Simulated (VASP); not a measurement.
# Bi (R-3m) in VASP: relaxation of cell and atoms with PBE

Aim: the relaxation of cell and atoms of Bi with PBE.

Program: VASP 6.6.1. These are calculated values, not measurements. Logs are shortened: lines on timing, memory, paths and dates and some standing lists are left out, and cuts for length are marked.

## (1) The cell of the first run

Symmetry: R-3m, No. 166, trigonal system. Conventional cell: a = 3.701 Å, b = 3.701 Å, c = 9.809 Å, α = 90.00°, β = 90.00°, γ = 120.00°. Within 3.3 Å of Bi (site symmetry 3m) lie 6 Bi at 2.49 to 2.92 Å.

## (2) Relaxation of cell and atoms, PBE, target pressure 92 GPa, at which the enthalpy is minimised

INCAR reads:

```
SYSTEM = Bi
  PREC = Accurate
  ENCUT = 600
  EDIFF = 1E-6
  ISMEAR = -1
  SIGMA = 0.08
  LREAL = .False.
  LASPH = .True.
  NELM = 80
  ALGO = Normal
  ISIF = 3
  LWAVE = .False.
  LCHARG = .False.
  GGA = PE
  IBRION = 2
  NSW = 60
  EDIFFG = -0.005
  PSTRESS = 920.0
```

KPOINTS reads:

```
Automatic mesh
0
Gamma
  12 12 12
  0 0 0
```

POSCAR reads:

```
Bi
1.0
    1.8506669918     -1.0684830859      3.2695116855
    0.0000000000      2.1369661718      3.2695116855
   -1.8506669918     -1.0684830859      3.2695116855
Bi
2
Direct
    0.2320000000      0.2320000000      0.2320000000
   -0.2320000000     -0.2320000000     -0.2320000000
```

Potentials or basis: VASP PAW PBE potentials, release 64 (Bi_d).

Launch:

```
cat potpaw_PBE.64/Bi_d/POTCAR > POTCAR
mpirun -np 1 vasp_std > vasp.out
```

OUTCAR:

```text
SYSTEM = Bi
   PREC = Accurate
   ENCUT = 600
   EDIFF = 1E-6
   ISMEAR = -1
   LREAL = .False.
   LASPH = .True.
   NELM = 80
   ISIF = 3
   GGA = PE
   IBRION = 2
   NSW = 60
   EDIFFG = -0.005
   PSTRESS = 920.0

 ion  position               nearest neighbor table
   1  0.232  0.232  0.232-   2 2.49   2 2.49   2 2.49   2 2.92   2 2.92   2 2.92
   2  0.768  0.768  0.768-   1 2.49   1 2.49   1 2.49   1 2.92   1 2.92   1 2.92

  LATTYP: Found a trigonal (rhomboedric) cell.
 ALAT       =     3.9059353657
 COS(alpha) =     0.5510102270

  Lattice vectors:

 A1 = (   1.8506669918,  -1.0684830859,   3.2695116855)
 A2 = (   0.0000000000,   2.1369661718,   3.2695116855)
 A3 = (  -1.8506669918,  -1.0684830859,   3.2695116855)

Analysis of symmetry for initial positions (statically):
=====================================================================
 Subroutine PRICEL returns:
 Original cell was already a primitive cell.

 Routine SETGRP: Setting up the symmetry group for a
 trigonal (rhombohedral) supercell.

 Subroutine GETGRP returns: Found 12 space group operations
 (whereof 12 operations were pure point group operations)
 out of a pool of 12 trial point group operations.

The static configuration has the point symmetry D_3d.

Analysis of symmetry for dynamics (positions and initial velocities):
=====================================================================
 Subroutine PRICEL returns:
 Original cell was already a primitive cell.

 Routine SETGRP: Setting up the symmetry group for a
 trigonal (rhombohedral) supercell.

 Subroutine GETGRP returns: Found 12 space group operations
 (whereof 12 operations were pure point group operations)
 out of a pool of 12 trial point group operations.

The dynamic configuration has the point symmetry D_3d.

 Subroutine INISYM returns: Found 12 space group operations
 (whereof 12 operations are pure point group operations),
 and found     1 'primitive' translations

----------------------------------------------------------------------------------------

                                     Primitive cell

  volume of cell :      38.7909

  direct lattice vectors                    reciprocal lattice vectors
     1.850666992 -1.068483086  3.269511685     0.270172863 -0.155984375  0.101952024
     0.000000000  2.136966172  3.269511685     0.000000000  0.311968751  0.101952024
    -1.850666992 -1.068483086  3.269511685    -0.270172863 -0.155984375  0.101952024

  length of vectors
     3.905935366  3.905935366  3.905935366     0.328205296  0.328205296  0.328205296

  position of ions in fractional coordinates (direct lattice)
     0.232000000  0.232000000  0.232000000
     0.768000000  0.768000000  0.768000000

  ion indices of the primitive-cell ions
   primitive index   ion index
                 1           1
                 2           2

----------------------------------------------------------------------------------------

 KPOINTS: Automatic mesh

Automatic generation of k-mesh.
 Grid dimensions read from file:
 generate k-points for:   12   12   12

 Generating k-lattice:

  Cartesian coordinates                     Fractional coordinates (reciprocal lattice)
     0.022514405 -0.012998698  0.008496002     0.083333333  0.000000000 -0.000000000
     0.000000000  0.025997396  0.008496002     0.000000000  0.083333333  0.000000000
    -0.022514405 -0.012998698  0.008496002    -0.000000000  0.000000000  0.083333333

  Length of vectors
     0.027350441  0.027350441  0.027350441

  Shift w.r.t. Gamma in fractional coordinates (k-lattice)
     0.000000000  0.000000000  0.000000000

 Subroutine IBZKPT returns following result:
 ===========================================

 Found    189 irreducible k-points:

 Following reciprocal coordinates:
            Coordinates               Weight
  0.000000  0.000000  0.000000      1.000000
  0.083333  0.000000 -0.000000      6.000000
  0.166667 -0.000000 -0.000000      6.000000
  0.250000 -0.000000 -0.000000      6.000000
  0.333333  0.000000 -0.000000      6.000000
  0.416667  0.000000 -0.000000      6.000000
[... 16 lines left out ...]
  0.500000  0.166667 -0.000000     12.000000
 -0.416667  0.166667  0.000000     12.000000
 [... further k-points ...]
   k-points           NKPTS =    189   k-points in BZ     NKDIM =    189   number of bands    NBANDS=     19
   number of dos      NEDOS =    301   number of ions     NIONS =      2
   total plane-waves  NPLWV =  32768
   dimension x,y,z NGX =    32 NGY =   32 NGZ =   32
   dimension x,y,z NGXF=    64 NGYF=   64 NGZF=   64
   ions per type =               2
   NGX,Y,Z   is equivalent  to a cutoff of  13.62, 13.62, 13.62 a.u.
   NGXF,Y,Z  is equivalent  to a cutoff of  27.24, 27.24, 27.24 a.u.
 SYSTEM =  Bi
   PREC   = accura    normal or accurate (medium, high low for compatibility)
   ISTART =      0    job   : 0-new  1-cont  2-samecut
   ICHARG =      2    charge: 1-file 2-atom 10-const
   ISPIN  =      1    spin polarized calculation?
   LNONCOLLINEAR =      F non collinear calculations
   LSORBIT =      F    spin-orbit coupling
   LASPH  =      T    aspherical Exc in radial PAW
   ENCUT  =  600.0 eV  44.10 Ry    6.64 a.u.   7.80  7.80  7.80*2*pi/ulx,y,z
   NELM   =     80;   NELMIN=  2; NELMDL= -5     # of ELM steps
   EDIFF  = 0.1E-05   stopping-criterion for ELM
   LREAL  =      F    real-space projection
   EDIFFG = -.5E-02   stopping-criterion for IOM
   NSW    =     60    number of steps for IOM
   IBRION =      2    ionic relax: 0-MD 1-quasi-New 2-CG
   NFREE  =      1    steps in history (QN), initial steepest desc. (CG)
   ISIF   =      3    stress and relaxation
   ISYM   =      2    0-nonsym 1-usesym 2-fastsym
   POTIM  = 0.5000    time-step for ionic-motion
   TEBEG  =    0.0;   TEEND  =   0.0 temperature during run
   PSTRESS=  920.0 pullay stress
   NELECT =      30.0000    total number of electrons
   NUPDOWN=      -1.0000    fix difference up-down
   EMIN   =  10.00;   EMAX   =-10.00  energy-range for DOS
   EFERMI =   0.00;   METHOD = LEGACY
   ISMEAR =    -1;   SIGMA  =   0.08  broadening in eV -4-tet -1-fermi 0-gaus
   EFERMI_NEDOS =   21; number of points for ismear=-14 and -15
   IALGO  =     38    algorithm
   IMIX   =      4    mixing-type and parameters
     AMIX     =   0.40;   BMIX     =  1.00
     AMIX_MAG =   1.60;   BMIX_MAG =  1.00
  volume/ion in A,a.u.               =      19.40       130.89
  Fermi-wavevector in a.u.,A,eV,Ry     =   1.502699  2.839689 30.723359  2.258103
  Thomas-Fermi vector in A             =   2.613905
   LORBIT       =      0    0 simple, 1 ext, 2 COOP (PROOUT), +10 PAW based schemes
   GGA     = PE    functional components
   LHFCALC =     F    Hartree Fock is set to
   AEXX    =    0.0000 exact exchange contribution
   IVDW    =     0    specifies the selected vdW correction
   LEPSILON=     F    determine dielectric tensor
   LRPA    =     F    only Hartree local field effects (RPA)
 conjugate gradient relaxation of ions
 non-spin polarized calculation
  energy-cutoff  :      600.00
  volume of cell :       38.79
 maximum number of plane-waves:      1315
   NGX = 15   NGY = 15   NGZ = 15

--------------------------------------- Ionic step        1  -------------------------------------------

 number of electron      29.9999996 magnetization

 Free energy of the ion-electron system (eV)
  ---------------------------------------------------
  ext. energy  EPLUGINS =         0.00000000
  ---------------------------------------------------
  free energy    TOTEN  =        -0.32778332 eV

  energy without entropy =       -0.31981344  energy(sigma->0) =       -0.32379838

------------------------ aborting loop because EDIFF is reached ----------------------------------------

  FORCE on cell =-STRESS in cart. coord.  units (eV):
  Direction    XX          YY          ZZ          XY          YZ          ZX
  --------------------------------------------------------------------------------------
  -------------------------------------------------------------------------------------
  Total       31.0266539     31.0266539     26.9771186      0.0000000      0.0000000      0.0000000
  in kB     1281.4906710   1281.4906710   1114.2331315      0.0000000      0.0000000      0.0000000
  external PRESSURE =     305.7381578 kB  Pullay stress =     920.0000000 kB
[... 25 lines left out ...]
--------------------------------------- Ionic step        2  -------------------------------------------

 number of electron      30.0000000 magnetization

 E-fermi :   7.5943     XC(G=0): -10.0301

 val. band max:        7.5870741242   @ k =   0.2500   0.1667   0.0833
 cond. band min:       7.6950014175   @ k =   0.4167   0.0833   0.0833
 fundamental gap:      0.1079272933
 Fermi energy:         7.5942679755

 k-point     1 :       0.0000    0.0000    0.0000
  band No.  band energies     occupation
      1     -15.5390      2.00000
      2     -15.5390      2.00000
      3     -15.3439      2.00000
      4     -15.3439      2.00000
      5     -15.2991      2.00000
      6     -15.0870      2.00000
[... 505 lines left out ...]
      6     -15.2016      2.00000
[... 11 lines left out ...]
     18      11.1954      0.00000
     19      14.3784      0.00000

 [... further k-points ...]
[... 5 lines left out ...]
  --------------------------------------------------------------------------------------
  -------------------------------------------------------------------------------------
  Total        3.3053906      3.3053906      3.6144451      0.0000000     -0.0000000      0.0000000
  in kB       83.5927153     83.5927153     91.4086444      0.0000000     -0.0000000      0.0000000
  external PRESSURE =    -833.8019750 kB  Pullay stress =     920.0000000 kB
[... 59 lines left out ...]
  energy  without entropy=       -4.1413300517  energy(sigma->0) =       -4.14839437

  enthalpy is  TOTEN    =        21.0849883523 eV   P V=       25.2404470415

[... ionic steps 4 to 31 ...]

--------------------------------------- Ionic step       32  -------------------------------------------

 number of electron      30.0000016 magnetization

------------------------ aborting loop because EDIFF is reached ----------------------------------------
[... 71 lines left out ...]
--------------------------------------- Ionic step       34  -------------------------------------------

 number of electron      30.0000016 magnetization

 Free energy of the ion-electron system (eV)
  ---------------------------------------------------
  ext. energy  EPLUGINS =         0.00000000
  ---------------------------------------------------
  free energy    TOTEN  =        -2.84469497 eV

  energy without entropy =       -2.82522171  energy(sigma->0) =       -2.83495834

 E-fermi :  16.1278     XC(G=0): -12.9513

 val. band max:       16.1203387532   @ k =  -0.3333   0.2500   0.1667
 cond. band min:      16.1300572881   @ k =   0.2500   0.1667  -0.0000
 fundamental gap:      0.0097185349
 Fermi energy:        16.1277999459

 k-point     1 :       0.0000    0.0000    0.0000
  band No.  band energies     occupation
      1      -8.1113      2.00000
      2      -7.9665      2.00000
      3      -7.9665      2.00000
      4      -7.9652      2.00000
      5      -7.9349      2.00000
      6      -7.9349      2.00000
[... 505 lines left out ...]
      6      -7.6643      2.00000
[... 11 lines left out ...]
     18      17.7510      0.00000
     19      25.2351      0.00000

 [... further k-points ...]
[... 5 lines left out ...]
  --------------------------------------------------------------------------------------
  -------------------------------------------------------------------------------------
  Total       21.5703892     21.5703893     21.5697197      0.0000000     -0.0000000      0.0000000
  in kB      920.1544212    920.1544243    920.1258581      0.0000000     -0.0000000      0.0000000
  external PRESSURE =       0.1449012 kB  Pullay stress =     920.0000000 kB
[... 21 lines left out ...]
  energy  without entropy=       -2.8252217074  energy(sigma->0) =       -2.83495834

  enthalpy is  TOTEN    =        18.7220743069 eV   P V=       21.5667692816

 reached required accuracy - stopping structural energy minimisation
```

Wall time 24 min (1 thread of Intel Xeon Platinum 8488C (Sapphire Rapids), shared host); peak memory 0.35 GiB.

Results:

| Item | Value |
| --- | --- |
| Free energy | -2.8447 eV |
| Relaxed volume | 18.78 Å³/atom |
| Relaxed cell | a = 5.163 Å, b = 5.163 Å, c = 5.163 Å, α = 33.60°, β = 33.60°, γ = 33.60° |
| Space group after relaxing (to 0.1 Å) | Fm-3m (No. 225) |
| Energy change on relaxing (the run minimises the enthalpy) | -1258.5 meV/atom |
| Ionic steps | 34 |
| Pressure after relaxing | 92.0 GPa |
| Largest force after relaxing | 0.003 eV/Å |
| Band gap on the k mesh | zero (bands 15 and 16 overlap by 10.77 eV) |

Forces in eV/Å, atoms in the order of the input:
```
Bi   0.000  0.000 -0.003
Bi   0.000  0.000  0.003
```

Step by step:
| step | energy change (eV) | largest force (eV/Å) | pressure (GPa) | volume (Å³) |
| --- | --- | --- | --- | --- |
| 1 | 0.0000 | 7.0599 | 122.57 | 38.79 |
| 2 | -7.1791 | 0.8412 | 8.62 | 63.35 |
| 3 | -3.8277 | 1.5679 | 66.39 | 43.96 |
| 4 | -3.2092 | 2.3027 | 76.07 | 42.72 |
| 5 | -2.9828 | 2.5814 | 79.56 | 42.32 |
| 6 | 0.1551 | 2.1374 | 131.74 | 37.15 |
| 7 | -1.8447 | 0.9655 | 98.86 | 39.84 |
| 8 | -1.7970 | 0.8906 | 99.68 | 39.76 |
| 9 | -2.9395 | 1.8486 | 80.65 | 41.94 |
| 10 | -2.2725 | 0.1952 | 91.96 | 40.50 |
| 11 | -2.2602 | 0.1669 | 92.11 | 40.48 |
| 12 | -2.3675 | 0.1152 | 90.41 | 40.61 |
| 13 | -2.6688 | 0.0649 | 85.52 | 40.87 |
| 14 | -3.1592 | 0.5267 | 77.43 | 40.89 |
| 15 | -3.2317 | 1.5363 | 78.44 | 39.17 |
| 16 | -2.7389 | 1.7597 | 87.40 | 38.13 |
| 17 | -3.0811 | 1.5688 | 81.36 | 38.79 |
| 18 | -2.9327 | 1.6600 | 84.06 | 38.47 |
| 19 | -2.8920 | 1.6203 | 84.73 | 38.38 |
| 20 | -2.8628 | 1.5913 | 85.26 | 38.33 |
| 21 | -2.7984 | 1.5310 | 86.52 | 38.19 |
| 22 | -2.5973 | 1.3393 | 90.30 | 37.79 |
| 23 | -2.1581 | 0.8943 | 98.52 | 36.99 |
| 24 | -2.2429 | 0.5758 | 97.06 | 37.11 |
| 25 | -2.4157 | 0.1315 | 93.93 | 37.39 |
| 26 | -2.3985 | 0.0546 | 94.25 | 37.36 |
| 27 | -2.4905 | 0.0063 | 92.58 | 37.51 |
| 28 | -2.5476 | 0.0449 | 91.52 | 37.61 |
| 29 | -2.5395 | 0.0432 | 91.66 | 37.60 |
| 30 | -2.5157 | 0.0428 | 92.06 | 37.56 |
| 31 | -2.5195 | 0.0429 | 92.02 | 37.56 |
| 32 | -2.5213 | 0.0260 | 92.03 | 37.57 |
| 33 | -2.5243 | 0.0006 | 91.92 | 37.57 |
| 34 | -2.5169 | 0.0034 | 92.01 | 37.56 |

Final structure:
```cif
data_structure
_symmetry_space_group_name_H-M 'P 1'
_symmetry_Int_Tables_number 1
_cell_length_a 5.1634
_cell_length_b 5.1634
_cell_length_c 5.1634
_cell_angle_alpha 33.603
_cell_angle_beta 33.603
_cell_angle_gamma 33.603
_cell_volume 37.56
loop_
_atom_site_label
_atom_site_type_symbol
_atom_site_fract_x
_atom_site_fract_y
_atom_site_fract_z
_atom_site_occupancy
Bi1 Bi 0.25000 0.25000 0.25000 1
Bi2 Bi 0.75000 0.75000 0.75000 1
```

Caveat: the cell is relaxed towards a set pressure, so the run minimises the enthalpy, not the energy; a cell axis changed by over 15 % at a fixed basis, so the end point is rough; spin-orbit coupling is left out, which moves the levels of the heavy elements.
